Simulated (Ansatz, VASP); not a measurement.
# One calculation of HfO2, two programs

INCAR

```
PREC = Accurate ; ENCUT = 600
EDIFF = 1E-7 ; ISMEAR = -1
SIGMA = 0.05 ; LREAL = False
LASPH = True ; NELM = 80
ALGO = Normal ; ISIF = 3
LWAVE = False ; LCHARG = False
GGA = PS ; IBRION = 2
NSW = 60 ; EDIFFG = -0.01
```

Contents of KPOINTS:

```
Automatic mesh
0
Gamma
  9 9 9
```

Contents of POSCAR:

```
HfO2
1.0
    0.0000000000      2.5575000000      2.5575000000
    2.5575000000      0.0000000000      2.5575000000
    2.5575000000      2.5575000000      0.0000000000
Hf O
1 2
Direct
    0.0000000000      0.0000000000      0.0000000000
    0.7500000000      0.7500000000      0.7500000000
    0.2500000000      0.2500000000      0.2500000000
```

input.yaml

```yaml
crystal:
  lattice:
    - [0.0, 2.5575, 2.5575]
    - [2.5575, 0.0, 2.5575]
    - [2.5575, 2.5575, 0.0]
  atoms:
    - { symbol: Hf, position: [0.0, 0.0, 0.0] }
    - { symbol: O, position: [0.75, 0.75, 0.75] }
    - { symbol: O, position: [0.25, 0.25, 0.25] }
hamiltonian:
  xc: pbesol
  pseudopotentials: { kind: paw, source: ansatz }
kpoints:
  mp_grid: { grid: [9, 9, 9] }
scf:
  occupations: { method: fermi_dirac, width: 0.05 }
output:
  forces: true
  stress: true
  eigenvalues: true
  write_density: true
  write_potential: true
  elf: true
  volumetric_format: npy
relax:
  f_tol: 0.01
  max_steps: 40
  cell: { stress_tol: 0.05 }
```

Alike in both runs: task relaxation of cell and atoms; functional PBEsol; k mesh 9 × 9 × 9; occupations fermi-dirac, width 0.05 eV; no spin polarisation.

|  | VASP | Ansatz |
| --- | --- | --- |
| version | VASP 6.6.1 | Ansatz 0.2.0 |
| potentials or method | VASP PAW PBE potentials, release 64 (Hf_pv, O) | Ansatz PAW earlier set |
| plane-wave cutoff (eV) | 600 | 930 |
| valence electrons in the cell | 22 | 38 |

```tsv
	VASP	Ansatz	Ansatz less VASP
gap on the k mesh at the Fermi level, each at its own relaxed structure (eV)	3.87	3.80	-0.073
relaxed volume (Å³/atom)	10.53	10.70	+0.162
relaxed cell length with the largest relative difference (Å)	3.549	3.567	+0.0181
```

VASP's potentials were made for PBE, not for PBEsol. VASP's potentials hold 22 valence electrons a cell and Ansatz's 38, so a difference there can come from the potentials and not from the codes.

Neither program's run includes spin-orbit coupling. Noted on Ansatz's run: odd divisions of the mesh miss points on the zone boundary, where band edges often lie, so the gap on the mesh can be too wide; the plane-wave basis is chosen anew once the cell has moved, so the energies of steps on either side of that aren't comparable.
